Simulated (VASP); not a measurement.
Here is a VASP 6.6.1 calculation.

File INCAR:

```
SYSTEM = HgTe
PREC = Accurate
ENCUT = 520
EDIFF = 1E-6
ISMEAR = 0
SIGMA = 0.020999999999999998
LREAL = .FALSE.
LASPH = .TRUE.
NELM = 60
ALGO = Normal
ISIF = 2
LWAVE = .FALSE.
LCHARG = .TRUE.
GGA = PE
LELF = .TRUE.
LVHAR = .TRUE.
NBANDS = 16
```

The input KPOINTS:

```
regular mesh
0
G
  7 7 7
  0 0 0
```

The input POSCAR:

```
HgTe
1.0
    0.0000000000      3.1800000000      3.1800000000
    3.1800000000      0.0000000000      3.1800000000
    3.1800000000      3.1800000000      0.0000000000
Hg Te
1 1
Direct
    0.0000000000      0.0000000000      0.0000000000
    0.5000000000      0.5000000000      0.5000000000
```

Potentials or basis: VASP PAW PBE potentials, release 64 (Hg, Te).

The run is started by

```sh
$ cat potpaw_PBE.64/Hg/POTCAR potpaw_PBE.64/Te/POTCAR > POTCAR
$ mpirun -np 1 vasp_std > vasp.out
```

**Question.** What does it give for the band gap on the k mesh?

**Answer.** Zero (band 9 reaches 3.25 eV, above the bottom of band 10 at 1.34 eV).

**Question.** Estimate the pressure.

**Answer.** -3.7 GPa.

Caveat: spin-orbit coupling is left out, which moves the levels of the heavy elements.
